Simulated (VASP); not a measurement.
Here is a VASP 6.6.1 calculation.

Contents of INCAR:

```
SYSTEM = Br
  PREC = Accurate
  ENCUT = 520
  EDIFF = 1E-6
  ISMEAR = -1
  SIGMA = 0.08
  LREAL = .False.
  LASPH = .True.
  NELM = 80
  ALGO = Normal
  ISIF = 2
  LWAVE = .False.
  LCHARG = .False.
  GGA = CA
  NBANDS = 14
```

File KPOINTS:

```
regular mesh
0
Gamma
  11 11 11
  0 0 0
```

The input POSCAR:

```
Br
1.0
    0.0000000000      3.3069237090      3.3069237090
    3.3069237090      0.0000000000      3.3069237090
    3.3069237090      3.3069237090      0.0000000000
Br
2
Direct
   -0.1250000000     -0.1250000000     -0.1250000000
    0.1250000000      0.1250000000      0.1250000000
```

Potentials or basis: VASP PAW LDA potentials, release 64 (Br).

Command:

```sh
$ cat potpaw_LDA.64/Br/POTCAR > POTCAR
$ mpirun -np 1 vasp_std > vasp.out
```

(1) Predict the pressure.

(2) Predict the band gap on the k mesh.

Results:

(1) 1.3 GPa.

(2) zero (bands 7 and 8 overlap by 1.68 eV).
